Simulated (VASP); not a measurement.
# Sb (P6_3/mmc) in VASP: notebook

The runs below take Sb through single point, with PBE+D3(BJ).

All numbers are computed with VASP 6.6.1; they aren't measurements. Logs are shortened: lines on timing, memory, paths and dates and some standing lists are left out, and cuts for length are marked.

### Step 1. The cell of the first run

It takes space group P6_3/mmc (No. 194, hexagonal). Conventional cell: a = 3.470 Å, b = 3.470 Å, c = 5.330 Å, α = 90.00°, β = 90.00°, γ = 120.00°. Sb (site symmetry -6m2) has 12 Sb at 3.33 to 3.47 Å within 4.4 Å.

This isn't the form of Sb at room conditions, which is rhombohedral.

### Step 2. Single point, PBE+D3(BJ) (strain +0.030 along x and y, +0.000 along z)

Input file INCAR:

```
SYSTEM = Sb
ALGO     = Normal         ! electronic algorithm
EDIFF    = 1E-6           ! SCF threshold, eV
ENCUT    = 520            ! plane-wave cutoff, eV
GGA      = PE             ! functional
ISIF     = 2              ! what is computed and relaxed
ISMEAR   = 0              ! smearing method
IVDW     = 12             ! dispersion correction
LASPH    = .TRUE.         ! aspherical terms in the spheres
LCHARG   = .FALSE.        ! write CHGCAR
LREAL    = .FALSE.        ! projectors in reciprocal space
LWAVE    = .FALSE.        ! write WAVECAR
NBANDS   = 12             ! bands
NELM     = 80             ! most SCF steps
PREC     = Accurate       ! precision mode
SIGMA    = 0.15           ! smearing width, eV
```

Input file KPOINTS:

```
k-points
0
G
  18 18 10
  0 0 0
```

Input file POSCAR:

```
Sb
1.0
    3.4700701849      0.0000000000      0.0000000000
   -1.7350350925      3.0051689330      0.0000000000
    0.0000000000      0.0000000000      5.3300000000
Sb
2
Direct
    0.3333333333      0.6666666667      0.2500000000
    0.6666666667      0.3333333333      0.7500000000
```

Potentials or basis: VASP PAW PBE potentials, release 64 (Sb).

The run is started by

```
> cat potpaw_PBE.64/Sb/POTCAR > POTCAR
> mpirun -np 1 vasp_std > vasp.out
```

OUTCAR:

```text
SYSTEM = Sb
   EDIFF = 1E-6
   ENCUT = 520
   GGA = PE
   ISIF = 2
   ISMEAR = 0
   IVDW = 12
   LASPH = .TRUE.
   LREAL = .FALSE.
   NELM = 80
   PREC = Accurate
 IVDW          = 12

 ion  position               nearest neighbor table
   1  0.333  0.667  0.250-   2 3.33   2 3.33   2 3.33   2 3.33   2 3.33   2 3.33
   2  0.667  0.333  0.750-   1 3.33   1 3.33   1 3.33   1 3.33   1 3.33   1 3.33

  LATTYP: Found a hexagonal cell.
 ALAT       =     3.4700701849
 C/A-ratio  =     1.5359919875

  Lattice vectors:

 A1 = (   3.4700701849,   0.0000000000,   0.0000000000)
 A2 = (  -1.7350350925,   3.0051689330,   0.0000000000)
 A3 = (   0.0000000000,   0.0000000000,   5.3300000000)

Analysis of symmetry for initial positions (statically):
=====================================================================
 Subroutine PRICEL returns:
 Original cell was already a primitive cell.

 Routine SETGRP: Setting up the symmetry group for a
 hexagonal supercell.

 Subroutine GETGRP returns: Found 24 space group operations
 (whereof 12 operations were pure point group operations)
 out of a pool of 24 trial point group operations.

The static configuration has the point symmetry D_3d.
 The point group associated with its full space group is D_6h.

Analysis of symmetry for dynamics (positions and initial velocities):
=====================================================================
 Subroutine PRICEL returns:
 Original cell was already a primitive cell.

 Routine SETGRP: Setting up the symmetry group for a
 hexagonal supercell.

 Subroutine GETGRP returns: Found 24 space group operations
 (whereof 12 operations were pure point group operations)
 out of a pool of 24 trial point group operations.

The dynamic configuration has the point symmetry D_3d.
 The point group associated with its full space group is D_6h.

 Subroutine INISYM returns: Found 24 space group operations
 (whereof 12 operations are pure point group operations),
 and found     1 'primitive' translations

----------------------------------------------------------------------------------------

                                     Primitive cell

  volume of cell :      55.5820

  direct lattice vectors                    reciprocal lattice vectors
     3.470070185  0.000000000  0.000000000     0.288178609  0.166379998  0.000000000
    -1.735035092  3.005168933  0.000000000     0.000000000  0.332759995  0.000000000
     0.000000000  0.000000000  5.330000000     0.000000000  0.000000000  0.187617261

  length of vectors
     3.470070185  3.470070185  5.330000000     0.332759995  0.332759995  0.187617261

  position of ions in fractional coordinates (direct lattice)
[... 93 lines left out ...]
   EFERMI =   0.00;   METHOD = LEGACY
   ISMEAR =     0;   SIGMA  =   0.15  broadening in eV -4-tet -1-fermi 0-gaus
   EFERMI_NEDOS =   21; number of points for ismear=-14 and -15
   IALGO  =     38    algorithm
   IMIX   =      4    mixing-type and parameters
     AMIX     =   0.40;   BMIX     =  1.00
     AMIX_MAG =   1.60;   BMIX_MAG =  1.00
  volume/ion in A,a.u.               =      27.79       187.54
  Fermi-wavevector in a.u.,A,eV,Ry     =   0.924194  1.746474 11.621219  0.854135
  Thomas-Fermi vector in A             =   2.049914
   LORBIT       =      0    0 simple, 1 ext, 2 COOP (PROOUT), +10 PAW based schemes
   GGA     = PE    functional components
   LHFCALC =     F    Hartree Fock is set to
   AEXX    =    0.0000 exact exchange contribution
   IVDW    =    12    specifies the selected vdW correction
   LEPSILON=     F    determine dielectric tensor
   LRPA    =     F    only Hartree local field effects (RPA)
 non-spin polarized calculation
 Gauss-broadening in eV      SIGMA  =   0.15
  energy-cutoff  :      520.00
  volume of cell :       55.58
 maximum number of plane-waves:      1521
 NGX is ok and might be reduce to    28
   NGX = 13   NGY = 13   NGZ = 19

 number of electron      10.0000000 magnetization

 Free energy of the ion-electron system (eV)
  ---------------------------------------------------
  ext. energy  EPLUGINS =         0.00000000
  ---------------------------------------------------
  free energy    TOTEN  =        -7.71714276 eV

  energy without entropy =       -7.70078561  energy(sigma->0) =       -7.70896418

 E-fermi :   8.0914     XC(G=0): -10.0915

 val. band max:        8.0895161277   @ k =   0.2222   0.1667   0.4000
 cond. band min:       8.0958708534   @ k =   0.3889   0.2222   0.1000
 fundamental gap:      0.0063547257
 Fermi energy:         8.0913733139

 k-point     1 :       0.0000    0.0000    0.0000
  band No.  band energies     occupation
      1      -4.5768      2.00000
      2      -0.4240      2.00000
      3       2.6110      2.00000
      4      10.8930      0.00000
      5      10.8930      0.00000
      6      12.6798      0.00000
      7      12.6798      0.00000
      8      14.0213      0.00000
      9      14.9083      0.00000
     10      16.6734      0.00000
     11      17.6483      0.00000
     12      17.6483      0.00000
[... 331 lines left out ...]
 k-point    24 :       0.3889    0.1111    0.0000
  band No.  band energies     occupation
      1      -1.5530      2.00000
      2       0.2937      2.00000
      3       4.1379      2.00000
      4       5.7362      2.00000
      5       5.9506      2.00000
      6       7.1894      2.00000
      7       8.3903      0.00483
      8      10.6023      0.00000
      9      13.6896      0.00000
     10      13.9945      0.00000
     11      17.9643      0.00000
     12      18.6061      0.00000

 [... further k-points ...]

------------------------ aborting loop because EDIFF is reached ----------------------------------------

 Edisp (eV)   -1.01703

 E8    (eV) :    -0.4700

  FORCE on cell =-STRESS in cart. coord.  units (eV):
  Direction    XX          YY          ZZ          XY          YZ          ZX
  --------------------------------------------------------------------------------------
  -------------------------------------------------------------------------------------
  Total      -1.32661    -1.32661    -1.16794     0.00000     0.00000     0.00000
  in kB     -38.24002   -38.24002   -33.66640     0.00000     0.00000     0.00000
  external pressure =      -36.72 kB  Pullay stress =        0.00 kB

 VOLUME and BASIS-vectors are now :
 -----------------------------------------------------------------------------
  energy-cutoff  :      520.00
  volume of cell :       55.58
      direct lattice vectors                 reciprocal lattice vectors
     3.470070185  0.000000000  0.000000000     0.288178609  0.166379998  0.000000000
    -1.735035092  3.005168933  0.000000000     0.000000000  0.332759995  0.000000000
     0.000000000  0.000000000  5.330000000     0.000000000  0.000000000  0.187617261

 POSITION                                       TOTAL-FORCE (eV/Angst)
 -----------------------------------------------------------------------------------
     -0.00000      2.00345      1.33250        -0.000000      0.000000      0.000000
      1.73504      1.00172      3.99750         0.000000     -0.000000      0.000000
 -----------------------------------------------------------------------------------
    total drift:                                0.000000     -0.000000      0.000000

  FREE ENERGIE OF THE ION-ELECTRON SYSTEM (eV)
  ---------------------------------------------------
  free  energy   TOTEN  =        -8.7341750632 eV

  energy  without entropy=       -8.7178179123  energy(sigma->0) =       -8.72599649
```

stdout:

```text
POSCAR found type information on POSCAR Sb
 POSCAR found :  1 types and       2 ions
 scaLAPACK will be used
 LDA part: xc-table for (Slater+PW92), standard interpolation
 POSCAR, INCAR and KPOINTS ok, starting setup
 FFT: planning ... GRIDC
 FFT: planning ... GRID_SOFT
 FFT: planning ... GRID
 WAVECAR not read
 entering main loop
```

Wall time 2.2 min (1 thread of Intel Xeon 8259CL, shared host); peak memory 0.28 GiB.

What came out:

```
Free energy                : -8.7342 eV
Pressure                   : -3.7 GPa
Band gap on the k mesh     : zero (bands 5 and 6 overlap by 6.72 eV)
Dispersion energy per atom : -0.509 eV
```

Caveat: the cell differs from its parent crystal (strain +0.030 along x and y, +0.000 along z); the cell stands under tension; spin-orbit coupling is left out, which moves the levels of the heavy elements.

### Step 3. Single point, PBE+D3(BJ) (strain +0.015 along x and y, +0.030 along z)

Input file INCAR:

```
PREC = Accurate ; ENCUT = 520
EDIFF = 1E-6 ; ISMEAR = 0
SIGMA = 0.15 ; LREAL = F
LASPH = T ; NELM = 60
ALGO = Normal ; ISIF = 2
LWAVE = F ; LCHARG = F
GGA = PE ; IVDW = 12
NBANDS = 12
```

Input file KPOINTS:

```
Automatic mesh
0
Gamma
  18 18 10
```

Input file POSCAR:

```
Sb
1.0
    3.4195351822      0.0000000000      0.0000000000
   -1.7097675911      2.9614043369      0.0000000000
    0.0000000000      0.0000000000      5.4899000000
Sb
2
Direct
    0.3333333333      0.6666666667      0.2500000000
    0.6666666667      0.3333333333      0.7500000000
```

Potentials or basis: VASP PAW PBE potentials, release 64 (Sb).

The run is started by

```
> cat potpaw_PBE.64/Sb/POTCAR > POTCAR
> mpirun -np 1 vasp_std > vasp.out
```

Wall time 2.2 min (1 thread of Intel Xeon 8259CL, shared host); peak memory 0.27 GiB.

It converged, with:

- Free energy: -8.7445 eV
- Pressure: -3.8 GPa
- Band gap on the k mesh: zero (bands 5 and 6 overlap by 7.13 eV)
- Dispersion energy per atom: -0.508 eV

Stress tensor (GPa, compression positive):
```
-4.24  0.00  0.00
 0.00 -4.24  0.00
 0.00  0.00 -2.98
```

Levels at points of the mesh, in eV from the Fermi level:
```tsv
k point	band 1	band 2	band 3	band 4	band 5	band 6	band 7	band 8	band 9	band 10
(0.00, 0.00, 0.00)	-12.68	-8.95	-5.59	3.24	3.24	4.86	4.86	5.39	7.33	8.82
(0.50, 0.00, 0.00)	-9.34	-8.04	-4.19	-2.86	-2.21	-0.09	0.24	3.50	4.34	7.36
(0.00, 0.00, 0.50)	-11.47	-11.47	-0.64	-0.64	4.04	4.04	4.04	4.04	8.31	8.31
(0.50, 0.00, 0.50)	-8.50	-8.50	-5.14	-5.14	1.47	1.47	1.78	1.78	5.74	5.74
```

Caveat: the cell differs from its parent crystal (strain +0.015 along x and y, +0.030 along z); the cell stands under tension; spin-orbit coupling is left out, which moves the levels of the heavy elements.

### Step 4. Single point, PBE+D3(BJ) (strain +0.030 along x and y, +0.015 along z)

Input file INCAR:

```
SYSTEM = Sb
PREC = Accurate ; ENCUT = 520
EDIFF = 1E-6 ; ISMEAR = 0
SIGMA = 0.15 ; LREAL = .False.
LASPH = .True. ; NELM = 100
ALGO = Normal ; ISIF = 2
LWAVE = .False. ; LCHARG = .False.
GGA = PE ; IVDW = 12
NBANDS = 12
```

Input file KPOINTS:

```
regular mesh
0
Gamma
  18 18 10
  0 0 0
```

Input file POSCAR:

```
Sb
1.0
    3.4700701849      0.0000000000      0.0000000000
   -1.7350350925      3.0051689330      0.0000000000
    0.0000000000      0.0000000000      5.4099500000
Sb
2
Direct
    0.3333333333      0.6666666667      0.2500000000
    0.6666666667      0.3333333333      0.7500000000
```

The run is started by

```
> cat potpaw_PBE.64/Sb/POTCAR > POTCAR
> mpirun -np 1 vasp_std > vasp.out
```

It took 1.9 min on 1 thread of Intel Xeon 8259CL, shared host; peak memory 0.28 GiB.

The run converged. Its results:

```
Free energy                : -8.7155 eV
Pressure                   : -4.4 GPa
Band gap on the k mesh     : zero (bands 5 and 6 overlap by 6.72 eV)
Dispersion energy per atom : -0.501 eV
```

Stress tensor (GPa, compression positive):
```
-4.71  0.00  0.00
 0.00 -4.71  0.00
 0.00  0.00 -3.86
```

Levels at points of the mesh, in eV from the Fermi level:
```csv
k point,band 1,band 2,band 3,band 4,band 5,band 6,band 7,band 8,band 9,band 10
"(0.00, 0.00, 0.00)",-12.56,-8.64,-5.43,2.90,2.90,4.59,4.59,5.65,6.93,8.65
"(0.50, 0.00, 0.00)",-9.38,-8.05,-4.00,-2.58,-2.18,-0.05,0.04,3.48,4.19,7.34
"(0.00, 0.00, 0.50)",-11.30,-11.30,-0.30,-0.30,3.73,3.73,3.73,3.73,8.00,8.00
"(0.50, 0.00, 0.50)",-8.51,-8.51,-5.03,-5.03,1.32,1.32,1.92,1.92,5.75,5.75
```

Caveat: the cell differs from its parent crystal (strain +0.030 along x and y, +0.015 along z); the cell stands under tension; spin-orbit coupling is left out, which moves the levels of the heavy elements.

### Step 5. Single point, PBE+D3(BJ) (strain +0.030 along x and y, +0.030 along z)

Input file INCAR:

```
PREC     = Accurate       # precision mode
ENCUT    = 520            # plane-wave cutoff, eV
EDIFF    = 1E-7           # SCF threshold, eV
ISMEAR   = 0              # smearing method
SIGMA    = 0.15           # smearing width, eV
LREAL    = F              # projectors in reciprocal space
LASPH    = T              # aspherical terms in the spheres
NELM     = 60             # most SCF steps
ALGO     = Normal         # electronic algorithm
ISIF     = 2              # what is computed and relaxed
LWAVE    = F              # write WAVECAR
LCHARG   = F              # write CHGCAR
GGA      = PE             # functional
IVDW     = 12             # dispersion correction
NBANDS   = 12             # bands
```

Input file KPOINTS:

```
Automatic mesh
0
Gamma
  18 18 10
```

Edit POSCAR of step 4 so:

```diff
@@ -4,3 +4,3 @@
    -1.7350350925      3.0051689330      0.0000000000
-    0.0000000000      0.0000000000      5.4099500000
+    0.0000000000      0.0000000000      5.4899000000
 Sb
```

The run is started by

```
> cat potpaw_PBE.64/Sb/POTCAR > POTCAR
> mpirun -np 1 vasp_std > vasp.out
```

Run time: 2.5 min. Hardware: 1 thread of Intel Xeon 8259CL, shared host; peak memory 0.28 GiB.

The run converged. Its results:

```yaml
Free_energy: -8.6939 eV
Pressure: -5.1 GPa
Band_gap_on_the_k_mesh: zero (bands 5 and 6 overlap by 6.72 eV)
Dispersion_energy_per_atom: -0.494 eV
```

Stress tensor (GPa, compression positive):
```
-5.49  0.00  0.00
 0.00 -5.49  0.00
 0.00  0.00 -4.43
```

Levels at points of the mesh, in eV from the Fermi level:
```csv
k point,band 3,band 4,band 5,band 6,band 7,band 8
"(0.00, 0.00, 0.00)",-5.37,2.98,2.98,4.59,4.59,5.35
"(0.50, 0.00, 0.00)",-4.04,-2.67,-2.13,-0.04,0.14,3.39
"(0.00, 0.00, 0.50)",-0.48,-0.48,3.77,3.77,3.77,3.77
"(0.50, 0.00, 0.50)",-4.96,-4.96,1.36,1.36,1.79,1.79
```

Caveat: the cell differs from its parent crystal (strain +0.030 along x and y, +0.030 along z); the cell stands under tension; spin-orbit coupling is left out, which moves the levels of the heavy elements.

(Part 1 of 2 ends here.)

The gap in the log of VASP goes by the Fermi energy; the results here count the filled bands.